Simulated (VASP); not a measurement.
Here is a VASP 6.6.1 calculation.

File INCAR:

```
PREC = Accurate
ENCUT = 600
EDIFF = 1E-7
ISMEAR = -1
SIGMA = 0.1
LREAL = False
LASPH = True
NELM = 100
ALGO = Normal
ISIF = 3
LWAVE = False
LCHARG = False
GGA = PE
IBRION = 2
NSW = 32
EDIFFG = -0.005
PSTRESS = 1900.0
```

Contents of KPOINTS:

```
regular mesh
0
Gamma
  15 15 15
```

File POSCAR:

```
AlRu
1.0
    0.0000000000      2.1217598187      2.1217598187
    2.1217598187      0.0000000000      2.1217598187
    2.1217598187      2.1217598187      0.0000000000
Ru Al
1 1
Direct
    0.0000000000      0.0000000000      0.0000000000
    0.5000000000      0.5000000000      0.5000000000
```

Potentials or basis: VASP PAW PBE potentials, release 64 (Ru_pv, Al).

Launch:

```bash
$ cat potpaw_PBE.64/Ru_pv/POTCAR potpaw_PBE.64/Al/POTCAR > POTCAR
$ mpirun -np 1 vasp_std > vasp.out
```

Q: Predict the relaxed volume.

A: 9.57 Å³/atom.

Q: Predict the relaxed cell.

A: a = 3.002 Å, b = 3.002 Å, c = 3.002 Å, α = 60.00°, β = 60.00°, γ = 60.00°.

Q: Predict the band gap on the k mesh.

A: Zero (an odd number of electrons rules out a gap without spin polarisation).

Final structure:
```cif
data_structure
_symmetry_space_group_name_H-M 'P 1'
_symmetry_Int_Tables_number 1
_cell_length_a 3.0023
_cell_length_b 3.0023
_cell_length_c 3.0023
_cell_angle_alpha 60.000
_cell_angle_beta 60.000
_cell_angle_gamma 60.000
_cell_volume 19.14
loop_
_atom_site_label
_atom_site_type_symbol
_atom_site_fract_x
_atom_site_fract_y
_atom_site_fract_z
_atom_site_occupancy
Ru1 Ru 0.00000 0.00000 0.00000 1
Al1 Al 0.50000 0.50000 0.50000 1
```

Caveat: the cell is relaxed towards a set pressure, so the run minimises the enthalpy, not the energy.
